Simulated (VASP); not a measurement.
Set up this calculation in VASP 6.6.1, as the native input.

```yaml
Task: single point
Functional: RPBE
Potentials_or_basis: VASP PAW PBE potentials, release 64 (In_d, As)
Cutoff: 520 eV
k_mesh: 6 × 6 × 6
Occupations: gaussian, width 0.05 eV
Spin: no spin polarisation
Dipole_correction: no
Further_INCAR_settings: ALGO = Normal; EDIFF = 1e-07; NBANDS = 16
```

The structure of InAs lies in POSCAR:

```
InAs
1.0
    0.0000000000      3.1078045291      3.1078045291
    3.1078045291      0.0000000000      3.1078045291
    3.1078045291      3.1078045291      0.0000000000
In As
1 1
Direct
    0.0000000000      0.0000000000      0.0000000000
    0.7500000000      0.7500000000      0.7500000000
```

This cell differs from its parent crystal: volume scaled by 0.98.

These files were run (other wordings do the same):

INCAR

```
PREC = Accurate
ENCUT = 520
EDIFF = 1E-7
ISMEAR = 0
SIGMA = 0.05
LREAL = False
LASPH = True
NELM = 60
ALGO = Normal
ISIF = 2
LWAVE = False
LCHARG = False
GGA = RP
NBANDS = 16
```

KPOINTS

```
Automatic mesh
0
Gamma
  6 6 6
```

Potentials or basis: VASP PAW PBE potentials, release 64 (In_d, As).

Run with:

```sh
$ cat potpaw_PBE.64/In_d/POTCAR potpaw_PBE.64/As/POTCAR > POTCAR
$ mpirun -np 1 vasp_std > vasp.out
```

Results of the run:

```yaml
Pressure: 1.0 GPa
Band_gap_on_the_k_mesh: zero (filled and empty bands touch)
```

Caveat: the PAW data sets were made with another functional, which shifts forces and pressure a little; spin-orbit coupling is left out, which moves the levels of the heavy elements.

Run time: 13 s on 1 thread of Intel Xeon 6975P-C (shared host), peak memory 0.2 GiB.
